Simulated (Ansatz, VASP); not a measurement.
Re in VASP and in Ansatz

The input INCAR:

```
PREC = Accurate
ENCUT = 560
EDIFF = 1E-6
ISMEAR = 0
SIGMA = 0.15
LREAL = False
LASPH = True
NELM = 120
ALGO = Normal
ISIF = 2
LWAVE = False
LCHARG = True
GGA = PS
LELF = True
LVHAR = True
NBANDS = 22
GGA_COMPAT = False
```

Contents of KPOINTS:

```
regular mesh
0
Gamma
  18 18 10
```

POSCAR

```
Re
1.0
    2.7043653769      0.0000000000      0.0000000000
   -1.3521826885      2.3420491175      0.0000000000
    0.0000000000      0.0000000000      4.3690872859
Re
2
Direct
    0.3333333333      0.6666666667      0.2187843934
    0.6666666667      0.3333333333      0.7812156066
```

Input for Ansatz:

```yaml
crystal:
  lattice:
    - [2.7043653769, 0.0, 0.0]
    - [-1.3521826885, 2.3420491175, 0.0]
    - [0.0, 0.0, 4.3690872859]
  atoms:
    - { symbol: Re, position: [0.3333333333, 0.6666666667, 0.2187843934] }
    - { symbol: Re, position: [0.6666666667, 0.3333333333, 0.7812156066] }
basis:
  ecutwfc: 420
kpoints:
  mp_grid: { grid: [18, 18, 10] }
hamiltonian:
  xc: pbesol
  pseudopotentials: { kind: paw }
scf:
  occupations: { method: gaussian, width: 0.15 }
output:
  forces: true
  stress: true
  eigenvalues: true
```

Change from the starting cell: mode 4 frozen in at -0.139 Å, equal normal strain along x, y and z -0.0167.

Alike in both runs: task single point; functional PBEsol; k mesh 18 × 18 × 10; occupations gaussian, width 0.15 eV; no spin polarisation.

|  | VASP | Ansatz |
| --- | --- | --- |
| version | VASP 6.6.1 | Ansatz 0.2.0 |
| potentials or method | VASP PAW PBE potentials, release 64 (Re_sv_GW), cutoff 560 eV | scalar-relativistic, plane waves, PAW |
| valence electrons in the cell | 30 | 30 |

```tsv
	VASP	Ansatz	Ansatz less VASP
gap on the k mesh at the Fermi level (eV)	none	none	-
pressure (GPa)	35.9	38.0	+2.15
traceless stress, the component that is largest in VASP (GPa)	8.74	8.64	-0.104
rms of the force components (eV/Å)	2.712	2.716	+0.0037
```

VASP's potentials were made for PBE, not for PBEsol. Atom by atom the forces differ by 0.004 eV/Å (rms over components). A gap of «none» marks a metal or a gap that the smearing closes. Both programs put the cell under a high pressure, so it lies far from rest at this level.

Spin-orbit coupling is off throughout.
